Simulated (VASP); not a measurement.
**I: single point with revPBE**

I:

```
I
1.0
     5.86880   -2.46278    0.00000
     5.86880    2.46278    0.00000
     0.00000    0.00000    9.91415
I
4
Direct
  0.85482 0.14518 0.12098
  0.64518 0.35482 0.62098
  0.14518 0.85482 0.87902
  0.35482 0.64518 0.37902
```

```
Program                : VASP 6.6.1
Task                   : single point
Functional             : revPBE
Potentials or basis    : VASP PAW PBE potentials, release 64 (I)
Cutoff                 : 520 eV
k mesh                 : 7 × 7 × 3
Occupations            : fermi-dirac, width 0.05 eV
Spin                   : no spin polarisation
Dipole correction      : no
Further INCAR settings : ALGO = Normal; EDIFF = 1e-06; NBANDS = 22
```

| Item | Value |
| --- | --- |
| Pressure | 0.0 GPa |
| Largest force | 0.021 eV/Å |
| Band gap on the k mesh | 1.19 eV, direct |

Forces in eV/Å, atoms in the order of the input:
```
I    0.000 -0.010 -0.018
I    0.000  0.010 -0.018
I    0.000  0.010  0.018
I    0.000 -0.010  0.018
```

Levels at points of the mesh, in eV from the valence-band top:
```csv
k point,band 11,band 12,band 13,band 14,band 15,band 16,band 17,band 18
"(0.00, 0.00, 0.00)",-1.11,-0.80,-0.32,0.00,1.19,1.82,4.73,5.71
```

Run time: 3.2 min on 1 thread of AMD EPYC 7R43 64-Core Processor (Zen 3), with other jobs on the host, peak memory 0.48 GiB.

Caveat: the PAW data sets were made with another functional, which shifts forces and pressure a little; spin-orbit coupling is left out, which moves the levels of the heavy elements. A k mesh can miss the band edges.
